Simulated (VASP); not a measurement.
# KCl (Pm-3m) in VASP: notebook, part 3 of 3

VASP 6.6.1. The steps go on from the part before.

## 5. Single point, r2SCAN

This run uses another cell than the first one, of 29.43 Å³/atom, 1.061 times its volume.

POSCAR reads:

```
KCl
1.0
    3.8897175305      0.0000000000      0.0000000000
    0.0000000000      3.8897175305      0.0000000000
    0.0000000000      0.0000000000      3.8897175305
K Cl
1 1
Direct
    0.0000000000      0.0000000000      0.0000000000
    0.5000000000      0.5000000000      0.5000000000
```

INCAR.step1 reads:

```
SYSTEM = KCl
PREC = Accurate
ENCUT = 520
ISMEAR = -1
SIGMA = 0.05
LREAL = .False.
LASPH = .True.
NELM = 100
NBANDS = 15
GGA = PE
ALGO = Normal
EDIFF = 1E-4
LWAVE = .True.
LCHARG = .False.
```

INCAR.step2 reads:

```
SYSTEM = KCl
PREC = Accurate
ENCUT = 520
EDIFF = 1E-6
ISMEAR = -1
SIGMA = 0.05
LREAL = .False.
LASPH = .True.
NELM = 100
ALGO = Normal
ISIF = 2
LWAVE = .False.
LCHARG = .False.
METAGGA = R2SCAN
LMIXTAU = .True.
NBANDS = 15
ISTART = 1
```

KPOINTS reads:

```
regular mesh
0
Gamma
  7 7 7
  0 0 0
```

Potentials or basis: VASP PAW PBE potentials, release 64 (K_sv, Cl).

Run with:

```
cat potpaw_PBE.64/K_sv/POTCAR potpaw_PBE.64/Cl/POTCAR > POTCAR
cp INCAR.step1 INCAR
mpirun -np 1 vasp_std > vasp.out
cp INCAR.step2 INCAR
mpirun -np 1 vasp_std > vasp.out
```

OUTCAR:

```text
SYSTEM = KCl
   PREC = Accurate
   ENCUT = 520
   EDIFF = 1E-6
   ISMEAR = -1
   LREAL = .False.
   LASPH = .True.
   NELM = 100
   ISIF = 2
   METAGGA = R2SCAN
   ISTART = 1

 ion  position               nearest neighbor table
   1  0.000  0.000  0.000-
   2  0.500  0.500  0.500-

  LATTYP: Found a simple cubic cell.
 ALAT       =     3.8897175305

  Lattice vectors:

 A1 = (   3.8897175305,   0.0000000000,   0.0000000000)
 A2 = (   0.0000000000,   3.8897175305,   0.0000000000)
 A3 = (   0.0000000000,   0.0000000000,   3.8897175305)

Analysis of symmetry for initial positions (statically):
=====================================================================
 Subroutine PRICEL returns:
 Original cell was already a primitive cell.

 Routine SETGRP: Setting up the symmetry group for a
 simple cubic supercell.

 Subroutine GETGRP returns: Found 48 space group operations
 (whereof 48 operations were pure point group operations)
 out of a pool of 48 trial point group operations.

The static configuration has the point symmetry O_h .

[... 165 lines left out ...]
      2     -14.4733      2.00000
      3     -13.2887      2.00000
      4     -13.2887      2.00000
      5     -13.2887      2.00000
      6      -1.6138      2.00000
      7      -1.6138      2.00000
      8      -1.6138      2.00000
      9       3.9717      0.00000
     10       5.7592      0.00000
     11       5.7592      0.00000
     12       9.9451      0.00000
     13       9.9451      0.00000
     14       9.9451      0.00000
[... 329 lines left out ...]
      2     -14.1253      2.00000
      3     -13.4289      2.00000
      4     -13.4289      2.00000
      5     -13.4284      2.00000
      6      -2.5999      2.00000
      7      -2.5999      2.00000
      8      -2.5724      2.00000
      9       7.5891      0.00000
     10       7.8646      0.00000
     11       7.8646      0.00000
     12       9.0081      0.00000
     13       9.1498      0.00000
     14       9.1498      0.00000
     15      11.5706      0.00000

------------------------ aborting loop because EDIFF is reached ----------------------------------------

  FORCE on cell =-STRESS in cart. coord.  units (eV):
  Direction    XX          YY          ZZ          XY          YZ          ZX
  --------------------------------------------------------------------------------------
  -------------------------------------------------------------------------------------
  Total       -0.6383865     -0.6383865     -0.6383865      0.0000000      0.0000000     -0.0000000
  in kB      -17.3796131    -17.3796131    -17.3796131      0.0000000      0.0000000     -0.0000000
  external PRESSURE =     -17.3796131 kB  Pullay stress =       0.0000000 kB

 VOLUME and BASIS-vectors are now :
 -----------------------------------------------------------------------------
  energy-cutoff  :      520.00
  volume of cell :       58.85
      direct lattice vectors                 reciprocal lattice vectors
     3.889717531  0.000000000  0.000000000     0.257088077  0.000000000  0.000000000
     0.000000000  3.889717531  0.000000000     0.000000000  0.257088077  0.000000000
     0.000000000  0.000000000  3.889717531     0.000000000  0.000000000  0.257088077

 POSITION                                       TOTAL-FORCE (eV/Angst)
 -----------------------------------------------------------------------------------
      0.00000      0.00000      0.00000         0.000000      0.000000      0.000000
      1.94486      1.94486      1.94486         0.000000      0.000000      0.000000
 -----------------------------------------------------------------------------------
    total drift:                                0.000000      0.000000     -0.000000

  FREE ENERGIE OF THE ION-ELECTRON SYSTEM (eV)
  ---------------------------------------------------
  free  energy   TOTEN  =       -16.3781907256 eV

  energy  without entropy=      -16.3781907256  energy(sigma->0) =      -16.37819073
```

It took 60 s on 1 thread of Intel Xeon Platinum 8488C (Sapphire Rapids), shared host; peak memory 0.17 GiB.

Results:

```
Free energy            : -16.3782 eV
Pressure               : -1.7 GPa
Band gap on the k mesh : 5.41 eV, indirect (least direct gap 5.59 eV)
```

Caveat: the PAW data sets were made with another functional, which shifts forces and pressure a little. r2SCAN opens gaps a little over a GGA but as a rule still falls short of measured ones.

## 6. Single point, r2SCAN

This run uses another cell than the first one, of 29.99 Å³/atom, 1.082 times its volume.

POSCAR reads:

```
KCl
1.0
    3.9144934694      0.0000000000      0.0000000000
    0.0000000000      3.9144934694      0.0000000000
    0.0000000000      0.0000000000      3.9144934694
K Cl
1 1
Direct
    0.0000000000      0.0000000000      0.0000000000
    0.5000000000      0.5000000000      0.5000000000
```

INCAR.step1 reads:

```
SYSTEM = KCl
PREC = Accurate ; ENCUT = 520
ISMEAR = -1 ; SIGMA = 0.05
LREAL = .FALSE. ; LASPH = .TRUE.
NELM = 60 ; NBANDS = 15
GGA = PE ; ALGO = Normal
EDIFF = 1E-4 ; LWAVE = .TRUE.
LCHARG = .FALSE.
```

INCAR.step2 reads:

```
SYSTEM = KCl
PREC = Accurate ; ENCUT = 520
EDIFF = 1E-7 ; ISMEAR = -1
SIGMA = 0.05 ; LREAL = .FALSE.
LASPH = .TRUE. ; NELM = 60
ALGO = Normal ; ISIF = 2
LWAVE = .FALSE. ; LCHARG = .TRUE.
METAGGA = R2SCAN ; LMIXTAU = .TRUE.
LELF = .TRUE. ; LVHAR = .TRUE.
NBANDS = 15 ; ISTART = 1
```

KPOINTS reads:

```
Automatic mesh
0
G
  7 7 7
  0 0 0
```

Potentials or basis: VASP PAW PBE potentials, release 64 (K_sv, Cl).

Run with:

```
cat potpaw_PBE.64/K_sv/POTCAR potpaw_PBE.64/Cl/POTCAR > POTCAR
cp INCAR.step1 INCAR
mpirun -np 1 vasp_std > vasp.out
cp INCAR.step2 INCAR
mpirun -np 1 vasp_std > vasp.out
```

Run time: 70 s. Hardware: 1 thread of Intel Xeon Platinum 8488C (Sapphire Rapids), shared host; peak memory 0.17 GiB.

It converged, with:

* Free energy: -16.3655 eV
* Pressure: -2.0 GPa
* Band gap on the k mesh: 5.33 eV, indirect (least direct gap 5.50 eV)

Levels at points of the mesh, in eV from the valence-band top:
| k point | band 6 | band 7 | band 8 | band 9 | band 10 | band 11 |
| --- | --- | --- | --- | --- | --- | --- |
| (0.00, 0.00, 0.00) | -0.18 | -0.18 | -0.18 | 5.33 | 7.21 | 7.21 |

Caveat: the PAW data sets were made with another functional, which shifts forces and pressure a little. A k mesh can miss the band edges.

## 7. Summary

| cell | gap on the mesh (eV) | pressure (GPa) |
| --- | --- | --- |
| a = 3.813 Å, 2 atoms | 5.67 | -0.8 |
| a = 3.839 Å, 2 atoms | 5.58 | -1.1 |
| a = 3.865 Å, 2 atoms | 5.49 | -1.4 |
| a = 3.890 Å, 2 atoms | 5.41 | -1.7 |
| a = 3.914 Å, 2 atoms | 5.33 | -2.0 |

Alike in all rows: task single point; level r2SCAN; potentials or basis VASP PAW PBE potentials, release 64 (K_sv, Cl); no spin polarisation; k mesh 7 × 7 × 7; cutoff (eV) 520; smearing fermi-dirac 0.05 eV.

Caveats: the PAW data sets were made with another functional, which shifts forces and pressure a little.

Total energies depend on the potentials used, so only differences within one code and one set of settings carry meaning.
